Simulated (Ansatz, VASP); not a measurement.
One calculation of As, two programs

```
As
1.0
     2.70368    0.00000    0.00000
     0.00000    2.70368    0.00000
     0.00000    0.00000    2.70368
As
1
Cartesian
  1.3518 1.3518 1.3518
```

Alike in both runs: task single point; functional HSE06; k mesh 6 × 6 × 6; occupations fermi-dirac, width 0.05 eV; no spin polarisation.

|  | VASP | Ansatz |
| --- | --- | --- |
| version | VASP 6.6.1 | Ansatz 0.2.0 |
| potentials or method | VASP PAW PBE potentials, release 64 (As) | Ansatz PAW |
| plane-wave cutoff (eV) | 520 | 420 |
| valence electrons in the cell | 5 | 15 |

|  | VASP | Ansatz | Ansatz less VASP |
| --- | --- | --- | --- |
| gap on the k mesh at the Fermi level (eV) | none | none | - |
| pressure (GPa) | -1.6 | -1.2 | +0.43 |

A gap of «none» marks a metal or a gap that the smearing closes. VASP's potentials hold 5 valence electrons a cell and Ansatz's 15, so a difference there can come from the potentials and not from the codes.

The k mesh is coarse, so the values compare programs but aren't converged.
